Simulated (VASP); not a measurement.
NiSb (Breithauptite), 4 atoms in the cell. The structure is hexagonal, space group P6_3/mmc (No. 194). Conventional cell: a = 3.928 Å, b = 3.928 Å, c = 5.120 Å, α = 90.00°, β = 90.00°, γ = 120.00°. Sb (site symmetry -6m2) has 6 Ni at 2.60 Å within 3.4 Å. Within 3.4 Å of Ni (site symmetry -3m) lie 2 Ni at 2.56 Å and 6 Sb at 2.60 Å. 

| Item | Value |
| --- | --- |
| Program | VASP 6.6.1 |
| Task | single point |
| Functional | PBE |
| Potentials or basis | VASP PAW PBE potentials, release 64 (Sb, Ni) |
| Cutoff | 520 eV |
| k mesh | 7 × 7 × 5 |
| Occupations | fermi-dirac, width 0.05 eV |
| Spin | collinear spin, ferromagnetic start |
| Starting moments | [0.0, 0.0, 2.0, 2.0] μB |
| Fixed moment | 4 μB |
| Dipole correction | no |
| Further INCAR settings | ALGO = Normal; EDIFF = 1e-06; NBANDS = 27 |

Potentials or basis: VASP PAW PBE potentials, release 64 (Sb, Ni).

Command:

```bash
$ cat potpaw_PBE.64/Sb/POTCAR potpaw_PBE.64/Ni/POTCAR > POTCAR
$ mpirun -np 1 vasp_std > vasp.out
```

Hardware: 1 thread of Oxide Virtual Turin-like Processor, with other jobs on the host.

Question: How long does it take, and how much memory?

Answer: It took 3 min on 1 thread of Oxide Virtual Turin-like Processor (shared host), peak memory 0.21 GiB. Counts: scf iterations 15, k points 24.
